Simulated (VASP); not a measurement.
# LaNb2N2 (I4/mmm) in VASP: single point with PBE

Aim: the single point of LaNb2N2 with PBE.

Everything below comes from runs of VASP 6.6.1. Logs are shortened: lines on timing, memory, paths and dates and some standing lists are left out, and cuts for length are marked.

**1. The cell of the first run**

It takes space group I4/mmm (No. 139, tetragonal). The conventional cell has a = 3.117 Å, b = 3.117 Å, c = 15.367 Å, α = 90.00°, β = 90.00°, γ = 90.00°. Within 3.5 Å of La (site symmetry 4/mmm) lie 2 N at 2.64 Å and 4 La at 3.12 Å. Nb (site symmetry 4mm) has 5 N at 2.21 Å within 2.9 Å. Within 2.9 Å of N (site symmetry 4mm) lie 5 Nb at 2.21 Å and 1 La at 2.64 Å.

**2. Single point, PBE**

File INCAR:

```
PREC = Accurate
ENCUT = 520
EDIFF = 1E-7
ISMEAR = 0
SIGMA = 0.1
LREAL = False
LASPH = True
NELM = 80
ALGO = Normal
ISIF = 2
LWAVE = False
LCHARG = True
GGA = PE
LELF = True
LVHAR = True
NBANDS = 32
```

File KPOINTS:

```
regular mesh
0
Gamma
  16 16 16
```

File POSCAR:

```
LaNb2N2
1.0
   -1.5586521474      1.5586521474      7.6837340234
    1.5586521474     -1.5586521474      7.6837340234
    1.5586521474      1.5586521474     -7.6837340234
La Nb N
1 2 2
Direct
    0.0000000000      0.0000000000      0.0000000000
    0.3151615561      0.3151615561      0.0000000000
    0.6848384439      0.6848384439      0.0000000000
    0.1716727609      0.1716727609      0.0000000000
    0.8283272391      0.8283272391      0.0000000000
```

Potentials or basis: VASP PAW PBE potentials, release 64 (La, Nb_sv, N).

The run is started by

```sh
$ cat potpaw_PBE.64/La/POTCAR potpaw_PBE.64/Nb_sv/POTCAR potpaw_PBE.64/N/POTCAR > POTCAR
$ mpirun -np 1 vasp_std > vasp.out
```

OUTCAR:

```text
PREC = Accurate
   ENCUT = 520
   EDIFF = 1E-7
   ISMEAR = 0
   LREAL = False
   LASPH = True
   NELM = 80
   ISIF = 2
   GGA = PE

 ion  position               nearest neighbor table
   1  0.000  0.000  0.000-   4 2.64   5 2.64
   2  0.315  0.315  0.000-   4 2.21   5 2.21   5 2.21   5 2.21   5 2.21   3 2.98   3 2.98   3 2.98
                             3 2.98
   3  0.685  0.685  0.000-   5 2.21   4 2.21   4 2.21   4 2.21   4 2.21   2 2.98   2 2.98   2 2.98
                             2 2.98
   4  0.172  0.172  0.000-   2 2.21   3 2.21   3 2.21   3 2.21   3 2.21   1 2.64
   5  0.828  0.828  0.000-   3 2.21   2 2.21   2 2.21   2 2.21   2 2.21   1 2.64

  LATTYP: Found a body centered tetragonal cell.
 ALAT       =     3.1173042948
 C/A-ratio  =     4.9297298542

  Lattice vectors:

 A1 = (  -1.5586521474,   1.5586521474,   7.6837340234)
 A2 = (   1.5586521474,  -1.5586521474,   7.6837340234)
 A3 = (   1.5586521474,   1.5586521474,  -7.6837340234)

Analysis of symmetry for initial positions (statically):
=====================================================================
 Subroutine PRICEL returns:
 Original cell was already a primitive cell.

 Routine SETGRP: Setting up the symmetry group for a
 body centered tetragonal supercell.

 Subroutine GETGRP returns: Found 16 space group operations
 (whereof 16 operations were pure point group operations)
 out of a pool of 16 trial point group operations.

The static configuration has the point symmetry D_4h.

Analysis of symmetry for dynamics (positions and initial velocities):
=====================================================================
 Subroutine PRICEL returns:
 Original cell was already a primitive cell.

 Routine SETGRP: Setting up the symmetry group for a
 body centered tetragonal supercell.

 Subroutine GETGRP returns: Found 16 space group operations
 (whereof 16 operations were pure point group operations)
 out of a pool of 16 trial point group operations.

The dynamic configuration has the point symmetry D_4h.

 Subroutine INISYM returns: Found 16 space group operations
 (whereof 16 operations are pure point group operations),
 and found     1 'primitive' translations

----------------------------------------------------------------------------------------

                                     Primitive cell

  volume of cell :      74.6673

  direct lattice vectors                    reciprocal lattice vectors
    -1.558652147  1.558652147  7.683734023     0.000000000  0.320789986  0.065072528
     1.558652147 -1.558652147  7.683734023     0.320789986  0.000000000  0.065072528
     1.558652147  1.558652147 -7.683734023     0.320789986  0.320789986  0.000000000

  length of vectors
     7.993657584  7.993657584  7.993657584     0.327323462  0.327323462  0.453665548

  position of ions in fractional coordinates (direct lattice)
     0.000000000  0.000000000  0.000000000
     0.315161556  0.315161556  0.000000000
     0.684838444  0.684838444  0.000000000
     0.171672761  0.171672761  0.000000000
     0.828327239  0.828327239  0.000000000

  ion indices of the primitive-cell ions
   primitive index   ion index
                 1           1
                 2           2
                 3           3
                 4           4
                 5           5

----------------------------------------------------------------------------------------

 KPOINTS: regular mesh

Automatic generation of k-mesh.
 Grid dimensions read from file:
 generate k-points for:   16   16   16

 Generating k-lattice:

  Cartesian coordinates                     Fractional coordinates (reciprocal lattice)
     0.000000000  0.020049374  0.004067033     0.062500000  0.000000000  0.000000000
     0.020049374  0.000000000  0.004067033     0.000000000  0.062500000  0.000000000
     0.020049374  0.020049374  0.000000000     0.000000000  0.000000000  0.062500000

  Length of vectors
     0.020457716  0.020457716  0.028354097

  Shift w.r.t. Gamma in fractional coordinates (k-lattice)
     0.000000000  0.000000000  0.000000000

 Subroutine IBZKPT returns following result:
 ===========================================

 Found    349 irreducible k-points:

 Following reciprocal coordinates:
            Coordinates               Weight
  0.000000  0.000000  0.000000      1.000000
  0.062500  0.000000 -0.000000      8.000000
  0.125000  0.000000 -0.000000      8.000000
  0.187500  0.000000 -0.000000      8.000000
  0.250000  0.000000 -0.000000      8.000000
  0.312500  0.000000 -0.000000      8.000000
[... 16 lines left out ...]
 -0.125000  0.062500  0.000000     16.000000
 -0.062500  0.062500  0.000000      4.000000
 [... further k-points ...]
   k-points           NKPTS =    349   k-points in BZ     NKDIM =    349   number of bands    NBANDS=     32
   number of dos      NEDOS =    301   number of ions     NIONS =      5
   total plane-waves  NPLWV = 216000
   dimension x,y,z NGX =    60 NGY =   60 NGZ =   60
   dimension x,y,z NGXF=   120 NGYF=  120 NGZF=  120
   ions per type =               1   2   2
   NGX,Y,Z   is equivalent  to a cutoff of  12.48, 12.48, 12.48 a.u.
   NGXF,Y,Z  is equivalent  to a cutoff of  24.96, 24.96, 24.96 a.u.
 SYSTEM =  unknown system
   PREC   = accura    normal or accurate (medium, high low for compatibility)
   ISTART =      0    job   : 0-new  1-cont  2-samecut
   ICHARG =      2    charge: 1-file 2-atom 10-const
   ISPIN  =      1    spin polarized calculation?
   LNONCOLLINEAR =      F non collinear calculations
   LSORBIT =      F    spin-orbit coupling
   LASPH  =      T    aspherical Exc in radial PAW
   ENCUT  =  520.0 eV  38.22 Ry    6.18 a.u.  14.86 14.86 14.86*2*pi/ulx,y,z
   NELM   =     80;   NELMIN=  2; NELMDL= -5     # of ELM steps
   EDIFF  = 0.1E-06   stopping-criterion for ELM
   LREAL  =      F    real-space projection
   EDIFFG = 0.1E-05   stopping-criterion for IOM
   NSW    =      0    number of steps for IOM
   IBRION =     -1    ionic relax: 0-MD 1-quasi-New 2-CG
   NFREE  =      0    steps in history (QN), initial steepest desc. (CG)
   ISIF   =      2    stress and relaxation
   ISYM   =      2    0-nonsym 1-usesym 2-fastsym
   POTIM  = 0.5000    time-step for ionic-motion
   TEBEG  =    0.0;   TEEND  =   0.0 temperature during run
   PSTRESS=    0.0 pullay stress
   NELECT =      47.0000    total number of electrons
   NUPDOWN=      -1.0000    fix difference up-down
   EMIN   =  10.00;   EMAX   =-10.00  energy-range for DOS
   EFERMI =   0.00;   METHOD = LEGACY
   ISMEAR =     0;   SIGMA  =   0.10  broadening in eV -4-tet -1-fermi 0-gaus
   EFERMI_NEDOS =   21; number of points for ismear=-14 and -15
   IALGO  =     38    algorithm
   IMIX   =      4    mixing-type and parameters
     AMIX     =   0.40;   BMIX     =  1.00
     AMIX_MAG =   1.60;   BMIX_MAG =  1.00
  volume/ion in A,a.u.               =      14.93       100.78
  Fermi-wavevector in a.u.,A,eV,Ry     =   1.403020  2.651323 26.782596  1.968465
  Thomas-Fermi vector in A             =   2.525724
   LORBIT       =      0    0 simple, 1 ext, 2 COOP (PROOUT), +10 PAW based schemes
   GGA     = PE    functional components
   LHFCALC =     F    Hartree Fock is set to
   AEXX    =    0.0000 exact exchange contribution
   IVDW    =     0    specifies the selected vdW correction
   LEPSILON=     F    determine dielectric tensor
   LRPA    =     F    only Hartree local field effects (RPA)
 non-spin polarized calculation
 Gauss-broadening in eV      SIGMA  =   0.10
  energy-cutoff  :      520.00
  volume of cell :       74.67
 maximum number of plane-waves:      2038
   NGX = 29   NGY = 29   NGZ = 29

 number of electron      47.0000002 magnetization

 Free energy of the ion-electron system (eV)
  ---------------------------------------------------
  ext. energy  EPLUGINS =         0.00000000
  ---------------------------------------------------
  free energy    TOTEN  =       -46.17149683 eV

  energy without entropy =      -46.14850195  energy(sigma->0) =      -46.15999939

 E-fermi :  11.5488     XC(G=0): -12.0314

 val. band max:       11.5467700573   @ k =  -0.1250   0.3750   0.1250
 cond. band min:      11.5496356537   @ k =  -0.0625   0.5000   0.0625
 fundamental gap:      0.0028655963
 Fermi energy:        11.5488052933

 k-point     1 :       0.0000    0.0000    0.0000
  band No.  band energies     occupation
      1     -44.3723      2.00000
      2     -44.2283      2.00000
      3     -21.0691      2.00000
      4     -20.5601      2.00000
      5     -20.3908      2.00000
      6     -20.3908      2.00000
[... 24 lines left out ...]
     31      13.7193      0.00000
     32      14.2245      0.00000

 k-point     2 :       0.0625    0.0000   -0.0000
  band No.  band energies     occupation
      1     -44.3693      2.00000
      2     -44.2281      2.00000
      3     -21.0527      2.00000
      4     -20.5634      2.00000
      5     -20.4214      2.00000
      6     -20.3857      2.00000
[... 24 lines left out ...]
     31      13.7271      0.00000
     32      14.2240      0.00000

 k-point     3 :       0.1250    0.0000   -0.0000
  band No.  band energies     occupation
      1     -44.3605      2.00000
      2     -44.2274      2.00000
      3     -21.0056      2.00000
      4     -20.5779      2.00000
      5     -20.4997      2.00000
      6     -20.3706      2.00000
[... 24 lines left out ...]
     31      14.1432      0.00000
     32      14.2422      0.00000

 k-point     4 :       0.1875    0.0000   -0.0000
  band No.  band energies     occupation
      1     -44.3469      2.00000
      2     -44.2269      2.00000
      3     -20.9339      2.00000
      4     -20.6159      2.00000
      5     -20.6014      2.00000
      6     -20.3471      2.00000
[... 24 lines left out ...]
     31      14.0565      0.00000
     32      14.3069      0.00000

 k-point     5 :       0.2500    0.0000   -0.0000
  band No.  band energies     occupation
      1     -44.3297      2.00000
      2     -44.2275      2.00000
      3     -20.8507      2.00000
      4     -20.7077      2.00000
      5     -20.6813      2.00000
      6     -20.3171      2.00000
[... 584 lines left out ...]
     31      13.9658      0.00000
     32      14.3741      0.00000

 k-point    22 :      -0.1875    0.0625    0.0000
  band No.  band energies     occupation
      1     -44.3441      2.00000
      2     -44.2264      2.00000
      3     -20.9178      2.00000
      4     -20.6148      2.00000
      5     -20.5963      2.00000
      6     -20.3748      2.00000
[... 24 lines left out ...]
     31      13.9790      0.00000
     32      14.4066      0.00000

 k-point    23 :      -0.1250    0.0625    0.0000
  band No.  band energies     occupation
      1     -44.3576      2.00000
      2     -44.2270      2.00000
      3     -20.9896      2.00000
      4     -20.5791      2.00000
      5     -20.4944      2.00000
      6     -20.3992      2.00000
[... 24 lines left out ...]
     31      14.0616      0.00000
     32      14.2813      0.00000

 k-point    24 :      -0.0625    0.0625    0.0000
  band No.  band energies     occupation
      1     -44.3663      2.00000
      2     -44.2277      2.00000
      3     -21.0365      2.00000
      4     -20.5660      2.00000
      5     -20.4217      2.00000
      6     -20.4101      2.00000
[... 24 lines left out ...]
     31      13.8030      0.00000
     32      14.1506      0.00000

 [... further k-points ...]

------------------------ aborting loop because EDIFF is reached ----------------------------------------

  FORCE on cell =-STRESS in cart. coord.  units (eV):
  Direction    XX          YY          ZZ          XY          YZ          ZX
  --------------------------------------------------------------------------------------
  -------------------------------------------------------------------------------------
  Total       -0.1313262     -0.1313262     -0.1283818      0.0000000     -0.0000000      0.0000000
  in kB       -2.8179358     -2.8179358     -2.7547574      0.0000000     -0.0000000      0.0000000
  external PRESSURE =      -2.7968763 kB  Pullay stress =       0.0000000 kB

 VOLUME and BASIS-vectors are now :
 -----------------------------------------------------------------------------
  energy-cutoff  :      520.00
  volume of cell :       74.67
      direct lattice vectors                 reciprocal lattice vectors
    -1.558652147  1.558652147  7.683734023     0.000000000  0.320789986  0.065072528
     1.558652147 -1.558652147  7.683734023     0.320789986  0.000000000  0.065072528
     1.558652147  1.558652147 -7.683734023     0.320789986  0.320789986  0.000000000

 POSITION                                       TOTAL-FORCE (eV/Angst)
 -----------------------------------------------------------------------------------
      0.00000      0.00000      0.00000        -0.000000     -0.000000      0.000000
      0.00000      0.00000      4.84324        -0.000000     -0.000000      0.008053
      0.00000      0.00000     10.52423         0.000000      0.000000     -0.008053
      0.00000      0.00000      2.63818         0.000000      0.000000      0.012449
      0.00000      0.00000     12.72929        -0.000000     -0.000000     -0.012449
 -----------------------------------------------------------------------------------
    total drift:                                0.000000     -0.000000     -0.000000

  FREE ENERGIE OF THE ION-ELECTRON SYSTEM (eV)
  ---------------------------------------------------
  free  energy   TOTEN  =       -46.1714968276 eV

  energy  without entropy=      -46.1485019542  energy(sigma->0) =      -46.15999939
```

Wall time 64 min (1 thread of Intel Xeon Platinum 8488C (Sapphire Rapids), shared host); peak memory 1.1 GiB.

What came out:

```
Free energy   : -46.1715 eV
Pressure      : -0.3 GPa
Largest force : 0.012 eV/Å
```

Forces on the atoms (eV/Å):
```
La   0.000  0.000  0.000
Nb   0.000  0.000  0.008
Nb   0.000  0.000 -0.008
N    0.000  0.000  0.012
N    0.000  0.000 -0.012
```

Levels at points of the mesh, in eV from the Fermi level:
| k point | band 19 | band 20 | band 21 | band 22 | band 23 | band 24 | band 25 | band 26 | band 27 | band 28 |
| --- | --- | --- | --- | --- | --- | --- | --- | --- | --- | --- |
| (0.00, 0.00, 0.00) | -3.35 | -3.22 | -3.22 | -2.25 | -2.19 | -0.66 | -0.66 | -0.64 | 0.50 | 0.71 |
| (0.50, 0.00, 0.00) | -5.83 | -5.21 | -1.95 | 0.11 | 0.23 | 1.14 | 1.19 | 1.45 | 1.74 | 1.93 |
| (0.50, 0.50, 0.00) | -4.67 | -4.00 | -3.65 | -3.22 | -2.76 | 0.47 | 1.06 | 1.93 | 1.94 | 2.54 |
| (0.50, 0.50, 0.50) | -3.42 | -3.19 | -3.19 | -2.13 | -1.56 | -0.79 | -0.55 | -0.55 | 0.05 | 0.50 |

Caveat: spin-orbit coupling is left out, which moves the levels of the heavy elements.
